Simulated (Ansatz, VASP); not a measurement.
Two plane-wave programs on Hf2TaN2

```
CELL_PARAMETERS angstrom
4.63646 0.00000 0.00000
-2.31823 4.01529 0.00000
0.00000 0.00000 4.09104
ATOMIC_POSITIONS crystal
Hf 0.33333 0.66667 0.50000
Hf 0.66667 0.33333 0.50000
Ta 0.00000 0.00000 0.00000
N 0.33333 0.66667 0.00000
N 0.66667 0.33333 0.00000
```

Alike in both runs: task relaxation of cell and atoms; functional PBE; k mesh 12 × 12 × 10; occupations gaussian, width 0.1 eV; no spin polarisation.

```csv
,VASP,Ansatz
version,VASP 6.6.1,Ansatz 0.2.0
potentials or method,"VASP PAW PBE potentials, release 64 (Hf_pv, Ta_pv, N), cutoff 600 eV","scalar-relativistic, plane waves, PAW"
valence electrons in the cell,41,75
```

Ansatz gave:

* gap on the k mesh at the Fermi level, each at its own relaxed structure (eV): none
* relaxed volume (Å³/atom): 15.21
* relaxed cell length with the largest relative difference (Å): 4.629

Problem. What did VASP give for the same quantities?

Solution. gap on the k mesh at the Fermi level, each at its own relaxed structure (eV): none; relaxed volume (Å³/atom): 15.17; relaxed cell length with the largest relative difference (Å): 4.623.

A gap of «none» marks a metal or a gap that the smearing closes. VASP's potentials hold 41 valence electrons a cell and Ansatz's 75, so a difference there can come from the potentials and not from the codes.

Neither program's run includes spin-orbit coupling.
